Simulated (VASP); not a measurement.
# Zn3BiO (P-62m) in VASP: further runs

The runs below take Zn3BiO through single point, with PBE.

All numbers are computed with VASP 6.6.1; they aren't measurements. Logs are shortened: lines on timing, memory, paths and dates and some standing lists are left out, and cuts for length are marked.

## 1. The cell of the first run

It takes space group P-62m (No. 189, hexagonal). Conventional cell: a = 5.037 Å, b = 5.037 Å, c = 4.407 Å, α = 90.00°, β = 90.00°, γ = 120.00°. Within 2.4 Å of Zn (site symmetry m2m) lie 1 O at 1.83 Å. Within 2.9 Å of Bi (site symmetry -62m) lie 2 O at 2.20 Å and 6 Zn at 2.86 Å. Within 2.4 Å of O (site symmetry -62m) lie 3 Zn at 1.83 Å and 2 Bi at 2.20 Å.

The cell was built from a structure type or drawn by symmetry, and may not be a known phase.

## 2. Single point, PBE

File INCAR:

```
PREC     = Accurate       # precision mode
ENCUT    = 520            # plane-wave cutoff, eV
EDIFF    = 1E-7           # SCF threshold, eV
ISMEAR   = 0              # smearing method
SIGMA    = 0.1            # smearing width, eV
LREAL    = False          # projectors in reciprocal space
LASPH    = True           # aspherical terms in the spheres
NELM     = 60             # most SCF steps
ALGO     = Normal         # electronic algorithm
ISIF     = 2              # what is computed and relaxed
LWAVE    = False          # write WAVECAR
LCHARG   = True           # write CHGCAR
GGA      = PE             # functional
LELF     = True           # ELF
LVHAR    = True         
NBANDS   = 36             # bands
```

File KPOINTS:

```
Automatic mesh
0
Gamma
  6 6 4
```

File POSCAR:

```
Zn3BiO
1.0
    5.0373384300      0.0000000000      0.0000000000
   -2.5186692100      4.3624630500      0.0000000000
    0.0000000000      0.0000000000      4.4066930100
Zn Bi O
3 1 1
Direct
    0.3630039800      0.0000000000      0.0000000000
    0.0000000000      0.3630039800      0.0000000000
    0.6369960200      0.6369960200      0.0000000000
    0.0000000000      0.0000000000      0.5000000000
    0.0000000000      0.0000000000      0.0000000000
```

Potentials or basis: VASP PAW PBE potentials, release 64 (Zn, Bi_d, O).

On the command line:

```sh
> cat potpaw_PBE.64/Zn/POTCAR potpaw_PBE.64/Bi_d/POTCAR potpaw_PBE.64/O/POTCAR > POTCAR
> mpirun -np 1 vasp_std > vasp.out
```

OUTCAR:

```text
PREC = Accurate
   ENCUT = 520
   EDIFF = 1E-7
   ISMEAR = 0
   LREAL = False
   LASPH = True
   NELM = 60
   ISIF = 2
   GGA = PE

 ion  position               nearest neighbor table
   1  0.363  0.000  0.000-   5 1.83   3 2.79   3 2.79   2 2.79   2 2.79   4 2.86   4 2.86
   2  0.000  0.363  0.000-   5 1.83   3 2.79   3 2.79   1 2.79   1 2.79   4 2.86   4 2.86
   3  0.637  0.637  0.000-   5 1.83   1 2.79   2 2.79   1 2.79   2 2.79   4 2.86   4 2.86
   4  0.000  0.000  0.500-   5 2.20   5 2.20   2 2.86   2 2.86   1 2.86   1 2.86   3 2.86   3 2.86

   5  0.000  0.000  0.000-   2 1.83   1 1.83   3 1.83   4 2.20   4 2.20

  LATTYP: Found a hexagonal cell.
 ALAT       =     5.0373384300
 C/A-ratio  =     0.8748058268

  Lattice vectors:

 A1 = (   5.0373384300,   0.0000000000,   0.0000000000)
 A2 = (  -2.5186692100,   4.3624630500,   0.0000000000)
 A3 = (   0.0000000000,   0.0000000000,   4.4066930100)

Analysis of symmetry for initial positions (statically):
=====================================================================
 Subroutine PRICEL returns:
 Original cell was already a primitive cell.

 Routine SETGRP: Setting up the symmetry group for a
 hexagonal supercell.

 Subroutine GETGRP returns: Found 12 space group operations
 (whereof 12 operations were pure point group operations)
 out of a pool of 24 trial point group operations.

The static configuration has the point symmetry D_3h.

Analysis of symmetry for dynamics (positions and initial velocities):
=====================================================================
 Subroutine PRICEL returns:
 Original cell was already a primitive cell.

 Routine SETGRP: Setting up the symmetry group for a
 hexagonal supercell.

 Subroutine GETGRP returns: Found 12 space group operations
 (whereof 12 operations were pure point group operations)
 out of a pool of 24 trial point group operations.

The dynamic configuration has the point symmetry D_3h.

 Subroutine INISYM returns: Found 12 space group operations
 (whereof 12 operations are pure point group operations),
 and found     1 'primitive' translations

----------------------------------------------------------------------------------------

                                     Primitive cell

  volume of cell :      96.8380

  direct lattice vectors                    reciprocal lattice vectors
     5.037338430  0.000000000  0.000000000     0.198517533  0.114614151  0.000000000
    -2.518669210  4.362463050  0.000000000     0.000000000  0.229228303  0.000000000
     0.000000000  0.000000000  4.406693010     0.000000000  0.000000000  0.226927539

  length of vectors
     5.037338430  5.037338429  4.406693010     0.229228303  0.229228303  0.226927539

  position of ions in fractional coordinates (direct lattice)
     0.363003980  0.000000000  0.000000000
     0.000000000  0.363003980  0.000000000
     0.636996020  0.636996020  0.000000000
     0.000000000  0.000000000  0.500000000
     0.000000000  0.000000000  0.000000000

  ion indices of the primitive-cell ions
   primitive index   ion index
                 1           1
                 2           2
                 3           3
                 4           4
                 5           5

----------------------------------------------------------------------------------------

 KPOINTS: Automatic mesh

Automatic generation of k-mesh.
 Grid dimensions read from file:
 generate k-points for:    6    6    4

 Generating k-lattice:

  Cartesian coordinates                     Fractional coordinates (reciprocal lattice)
     0.033086256  0.019102359  0.000000000     0.166666667  0.000000000  0.000000000
     0.000000000  0.038204717  0.000000000     0.000000000  0.166666667  0.000000000
     0.000000000  0.000000000  0.056731885     0.000000000  0.000000000  0.250000000

  Length of vectors
     0.038204717  0.038204717  0.056731885

  Shift w.r.t. Gamma in fractional coordinates (k-lattice)
     0.000000000  0.000000000  0.000000000

 Subroutine IBZKPT returns following result:
 ===========================================

 Found     21 irreducible k-points:

 Following reciprocal coordinates:
            Coordinates               Weight
  0.000000  0.000000  0.000000      1.000000
  0.166667  0.000000  0.000000      6.000000
  0.333333  0.000000  0.000000      6.000000
  0.500000  0.000000  0.000000      3.000000
  0.166667  0.166667  0.000000      6.000000
  0.333333  0.166667  0.000000     12.000000
[... 13 lines left out ...]
  0.333333  0.166667  0.500000     12.000000
  0.333333  0.333333  0.500000      2.000000
   k-points           NKPTS =     21   k-points in BZ     NKDIM =     21   number of bands    NBANDS=     36
   number of dos      NEDOS =    301   number of ions     NIONS =      5
   total plane-waves  NPLWV =  57600
   dimension x,y,z NGX =    40 NGY =   40 NGZ =   36
   dimension x,y,z NGXF=    80 NGYF=   80 NGZF=   72
   ions per type =               3   1   1
   NGX,Y,Z   is equivalent  to a cutoff of  13.20, 13.20, 13.58 a.u.
   NGXF,Y,Z  is equivalent  to a cutoff of  26.40, 26.40, 27.16 a.u.
 SYSTEM =  unknown system
   PREC   = accura    normal or accurate (medium, high low for compatibility)
   ISTART =      0    job   : 0-new  1-cont  2-samecut
   ICHARG =      2    charge: 1-file 2-atom 10-const
   ISPIN  =      1    spin polarized calculation?
   LNONCOLLINEAR =      F non collinear calculations
   LSORBIT =      F    spin-orbit coupling
   LASPH  =      T    aspherical Exc in radial PAW
   ENCUT  =  520.0 eV  38.22 Ry    6.18 a.u.   9.37  9.37  8.19*2*pi/ulx,y,z
   NELM   =     60;   NELMIN=  2; NELMDL= -5     # of ELM steps
   EDIFF  = 0.1E-06   stopping-criterion for ELM
   LREAL  =      F    real-space projection
   EDIFFG = 0.1E-05   stopping-criterion for IOM
   NSW    =      0    number of steps for IOM
   IBRION =     -1    ionic relax: 0-MD 1-quasi-New 2-CG
   NFREE  =      0    steps in history (QN), initial steepest desc. (CG)
   ISIF   =      2    stress and relaxation
   ISYM   =      2    0-nonsym 1-usesym 2-fastsym
   POTIM  = 0.5000    time-step for ionic-motion
   TEBEG  =    0.0;   TEEND  =   0.0 temperature during run
   PSTRESS=    0.0 pullay stress
   NELECT =      57.0000    total number of electrons
   NUPDOWN=      -1.0000    fix difference up-down
   EMIN   =  10.00;   EMAX   =-10.00  energy-range for DOS
   EFERMI =   0.00;   METHOD = LEGACY
   ISMEAR =     0;   SIGMA  =   0.10  broadening in eV -4-tet -1-fermi 0-gaus
   EFERMI_NEDOS =   21; number of points for ismear=-14 and -15
   IALGO  =     38    algorithm
   IMIX   =      4    mixing-type and parameters
     AMIX     =   0.40;   BMIX     =  1.00
     AMIX_MAG =   1.60;   BMIX_MAG =  1.00
  volume/ion in A,a.u.               =      19.37       130.70
  Fermi-wavevector in a.u.,A,eV,Ry     =   1.371991  2.592687 25.611048  1.882359
  Thomas-Fermi vector in A             =   2.497638
   LORBIT       =      0    0 simple, 1 ext, 2 COOP (PROOUT), +10 PAW based schemes
   GGA     = PE    functional components
   LHFCALC =     F    Hartree Fock is set to
   AEXX    =    0.0000 exact exchange contribution
   IVDW    =     0    specifies the selected vdW correction
   LEPSILON=     F    determine dielectric tensor
   LRPA    =     F    only Hartree local field effects (RPA)
 non-spin polarized calculation
 Gauss-broadening in eV      SIGMA  =   0.10
  energy-cutoff  :      520.00
  volume of cell :       96.84
 maximum number of plane-waves:      2622
 NGX is ok and might be reduce to    40
   NGX = 19   NGY = 19   NGZ = 17

 number of electron      57.0000006 magnetization

 Free energy of the ion-electron system (eV)
  ---------------------------------------------------
  ext. energy  EPLUGINS =         0.00000000
  ---------------------------------------------------
  free energy    TOTEN  =       -10.62349261 eV

  energy without entropy =      -10.60923832  energy(sigma->0) =      -10.61636547

 E-fermi :   3.5818     XC(G=0): -10.1169

 val. band max:        3.5404026687   @ k =   0.1667   0.1667   0.2500
 cond. band min:       3.6165002940   @ k =   0.1667   0.1667   0.0000
 fundamental gap:      0.0760976252
 Fermi energy:         3.5817913738

 k-point     1 :       0.0000    0.0000    0.0000
  band No.  band energies     occupation
      1     -20.2208      2.00000
      2     -19.2597      2.00000
      3     -19.2597      2.00000
      4     -19.0150      2.00000
      5     -19.0150      2.00000
      6     -17.1278      2.00000
[... 28 lines left out ...]
     35       9.8828      0.00000
     36      12.1219      0.00000

 k-point     2 :       0.1667    0.0000    0.0000
  band No.  band energies     occupation
      1     -20.2192      2.00000
      2     -19.2599      2.00000
      3     -19.2598      2.00000
      4     -19.0149      2.00000
      5     -19.0143      2.00000
      6     -17.1207      2.00000
[... 28 lines left out ...]
     35       9.9216      0.00000
     36      10.7045      0.00000

 k-point     3 :       0.3333    0.0000    0.0000
  band No.  band energies     occupation
      1     -20.2160      2.00000
      2     -19.2602      2.00000
      3     -19.2598      2.00000
      4     -19.0148      2.00000
      5     -19.0130      2.00000
      6     -17.1064      2.00000
[... 28 lines left out ...]
     35       9.7888      0.00000
     36      10.6256      0.00000

 k-point     4 :       0.5000    0.0000    0.0000
  band No.  band energies     occupation
      1     -20.2144      2.00000
      2     -19.2603      2.00000
      3     -19.2599      2.00000
      4     -19.0148      2.00000
      5     -19.0124      2.00000
      6     -17.0992      2.00000
[... 28 lines left out ...]
     35       9.7200      0.00000
     36      10.8213      0.00000

 k-point     5 :       0.1667    0.1667    0.0000
  band No.  band energies     occupation
      1     -20.2168      2.00000
      2     -19.2601      2.00000
      3     -19.2598      2.00000
      4     -19.0147      2.00000
      5     -19.0135      2.00000
      6     -17.1100      2.00000
[... 538 lines left out ...]
 k-point    19 :       0.1667    0.1667    0.5000
  band No.  band energies     occupation
      1     -19.4473      2.00000
      2     -19.2765      2.00000
      3     -19.2758      2.00000
      4     -19.0139      2.00000
      5     -19.0128      2.00000
      6     -18.0563      2.00000
[... 28 lines left out ...]
     35      10.1095      0.00000
     36      10.2628      0.00000

 k-point    20 :       0.3333    0.1667    0.5000
  band No.  band energies     occupation
      1     -19.4471      2.00000
      2     -19.2771      2.00000
      3     -19.2762      2.00000
      4     -19.0137      2.00000
      5     -19.0122      2.00000
      6     -18.0455      2.00000
[... 28 lines left out ...]
     35       9.9275      0.00000
     36      11.1515      0.00000

 k-point    21 :       0.3333    0.3333    0.5000
  band No.  band energies     occupation
      1     -19.4470      2.00000
      2     -19.2768      2.00000
      3     -19.2768      2.00000
      4     -19.0128      2.00000
      5     -19.0128      2.00000
      6     -18.0419      2.00000
[... 28 lines left out ...]
     35       9.1074      0.00000
     36       9.2664      0.00000

------------------------ aborting loop because EDIFF is reached ----------------------------------------

  FORCE on cell =-STRESS in cart. coord.  units (eV):
  Direction    XX          YY          ZZ          XY          YZ          ZX
  --------------------------------------------------------------------------------------
  -------------------------------------------------------------------------------------
  Total        7.2125566      7.2125566     16.9899503      0.0000000     -0.0000000      0.0000000
  in kB      119.3312335    119.3312336    281.0975131      0.0000001     -0.0000000      0.0000000
  external PRESSURE =     173.2533267 kB  Pullay stress =       0.0000000 kB

 VOLUME and BASIS-vectors are now :
 -----------------------------------------------------------------------------
  energy-cutoff  :      520.00
  volume of cell :       96.84
      direct lattice vectors                 reciprocal lattice vectors
     5.037338430  0.000000000  0.000000000     0.198517533  0.114614151  0.000000000
    -2.518669210  4.362463050  0.000000000     0.000000000  0.229228303  0.000000000
     0.000000000  0.000000000  4.406693010     0.000000000  0.000000000  0.226927539

 POSITION                                       TOTAL-FORCE (eV/Angst)
 -----------------------------------------------------------------------------------
      1.82857      0.00000      0.00000         3.814082      0.000000     -0.000000
     -0.91429      1.58359      0.00000        -1.907041      3.303092      0.000000
      1.60438      2.77887      0.00000        -1.907041     -3.303092      0.000000
      0.00000      0.00000      2.20335         0.000000      0.000000      0.000000
      0.00000      0.00000      0.00000         0.000000      0.000000      0.000000
 -----------------------------------------------------------------------------------
    total drift:                                0.000011      0.000020      0.000001

  FREE ENERGIE OF THE ION-ELECTRON SYSTEM (eV)
  ---------------------------------------------------
  free  energy   TOTEN  =       -10.6234926101 eV

  energy  without entropy=      -10.6092383235  energy(sigma->0) =      -10.61636547
```

Run time: 60 s. Hardware: 1 thread of Intel Xeon Platinum 8488C (Sapphire Rapids), shared host; peak memory 0.25 GiB.

What came out:

- Free energy: -10.6235 eV
- Pressure: 17.3 GPa
- Largest force: 3.814 eV/Å
- Band gap on the k mesh: zero (an odd number of electrons rules out a gap without spin polarisation)

Forces on the atoms (eV/Å):
```
Zn   3.814  0.000  0.000
Zn  -1.907  3.303  0.000
Zn  -1.907 -3.303  0.000
Bi   0.000  0.000  0.000
O    0.000  0.000  0.000
```

Stress tensor (GPa, compression positive):
```
11.93  0.00  0.00
 0.00 11.93  0.00
 0.00  0.00 28.11
```

Levels at points of the mesh, in eV from the Fermi level:
```
           k point  band 25  band 26  band 27  band 28  band 29  band 30  band 31  band 32  band 33  band 34
(0.00, 0.00, 0.00)    -5.96    -4.23     0.59     0.59     1.01     1.09     1.09     1.61     5.91     6.30
(0.50, 0.00, 0.00)    -5.57    -2.91    -2.47    -0.14     1.55     2.61     3.32     3.38     3.91     5.26
(0.00, 0.00, 0.50)    -4.83    -2.87    -0.52    -0.52     1.31     1.51     1.57     1.57     3.31     4.86
(0.50, 0.00, 0.50)    -2.92    -2.84    -2.76    -1.87    -1.17     1.21     2.22     2.58     6.10     6.58
```

Caveat: the cell stands under pressure; spin-orbit coupling is left out, which moves the levels of the heavy elements; an odd number of electrons without spin polarisation forces a metal; a magnetic or distorted state may lie lower.

## 3. Single point, PBE

This run uses another cell than the first one, of 21.31 Å³/atom.

File INCAR:

```
SYSTEM = Zn3BiO
ALGO = Normal
EDIFF = 1E-7
ENCUT = 520
GGA = PE
ISIF = 2
ISMEAR = 0
LASPH = .TRUE.
LCHARG = .TRUE.
LELF = .TRUE.
LREAL = .FALSE.
LVHAR = .TRUE.
LWAVE = .FALSE.
NBANDS = 36
NELM = 80
PREC = Accurate
SIGMA = 0.1
```

File KPOINTS:

```
k-points
0
G
  6 6 4
  0 0 0
```

File POSCAR:

```
Zn3BiO
1.0
    4.9942674462     -0.0000000029      0.0000000000
   -2.4971337206      4.3251624831      0.0000000000
    0.0000000000      0.0000000000      4.9317558252
Zn Bi O
3 1 1
Direct
    0.4099787477      0.0000000000      0.0000000000
    0.0000000000      0.4099787477      0.0000000000
    0.5900212523      0.5900212523      0.0000000000
    0.0000000000      0.0000000000      0.5000000000
    0.0000000000      0.0000000000      0.0000000000
```

Potentials or basis: VASP PAW PBE potentials, release 64 (Zn, Bi_d, O).

On the command line:

```sh
> cat potpaw_PBE.64/Zn/POTCAR potpaw_PBE.64/Bi_d/POTCAR potpaw_PBE.64/O/POTCAR > POTCAR
> mpirun -np 1 vasp_std > vasp.out
```

It took 59 s on 1 thread of Intel Xeon Platinum 8488C (Sapphire Rapids), shared host; peak memory 0.27 GiB.

Results (log left out):

```yaml
Free_energy: -12.5056 eV
Pressure: 0.2 GPa
Largest_force: 0.039 eV/Å
Band_gap_on_the_k_mesh: zero (an odd number of electrons rules out a gap without spin polarisation)
```

Forces in eV/Å, atoms in the order of the input:
```
Zn   0.039  0.000  0.000
Zn  -0.019  0.034  0.000
Zn  -0.019 -0.034  0.000
Bi   0.000  0.000  0.000
O    0.000  0.000  0.000
```

Levels at points of the mesh, in eV from the Fermi level:
| k point | band 25 | band 26 | band 27 | band 28 | band 29 | band 30 | band 31 | band 32 | band 33 | band 34 |
| --- | --- | --- | --- | --- | --- | --- | --- | --- | --- | --- |
| (0.00, 0.00, 0.00) | -5.32 | -4.78 | 0.19 | 0.69 | 0.69 | 0.88 | 1.31 | 1.31 | 5.00 | 6.28 |
| (0.50, 0.00, 0.00) | -4.94 | -3.36 | -1.88 | 0.00 | 0.56 | 1.72 | 2.68 | 2.79 | 3.60 | 4.92 |
| (0.00, 0.00, 0.50) | -5.08 | -2.86 | 0.06 | 0.06 | 0.39 | 0.64 | 1.70 | 1.70 | 2.01 | 4.78 |
| (0.50, 0.00, 0.50) | -3.49 | -2.78 | -2.55 | -1.50 | -0.64 | 0.56 | 2.25 | 2.28 | 4.81 | 6.01 |

Caveat: spin-orbit coupling is left out, which moves the levels of the heavy elements; an odd number of electrons without spin polarisation forces a metal; a magnetic or distorted state may lie lower.
